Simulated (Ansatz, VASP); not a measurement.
# CdTe: VASP beside Ansatz

```xyz
2
Lattice="0.0000 3.3418 3.3418 3.3418 0.0000 3.3418 3.3418 3.3418 0.0000" Properties=species:S:1:pos:R:3 pbc="T T T"
Cd    0.0000    0.0000    0.0000
Te    1.6709    1.6709    1.6709
```

Alike in both runs: task single point; functional PBE; k mesh 6 × 6 × 6; no spin polarisation.

```csv
,VASP,Ansatz
version,VASP 6.6.1,Ansatz 0.2.0
potentials or method,"VASP PAW PBE potentials, release 64 (Cd, Te)","plane waves, PAW"
plane-wave cutoff (eV),520,420
occupations,"gaussian, width 0.01 eV",fixed
valence electrons in the cell,18,36
```

```tsv
	VASP	Ansatz	Ansatz less VASP
gap on the k mesh at the Fermi level (eV)	0.49	0.50	+0.003
pressure (GPa)	-0.9	-1.0	-0.10
```

VASP's potentials hold 18 valence electrons a cell and Ansatz's 36, so a difference there can come from the potentials and not from the codes.

Neither program's run includes spin-orbit coupling.
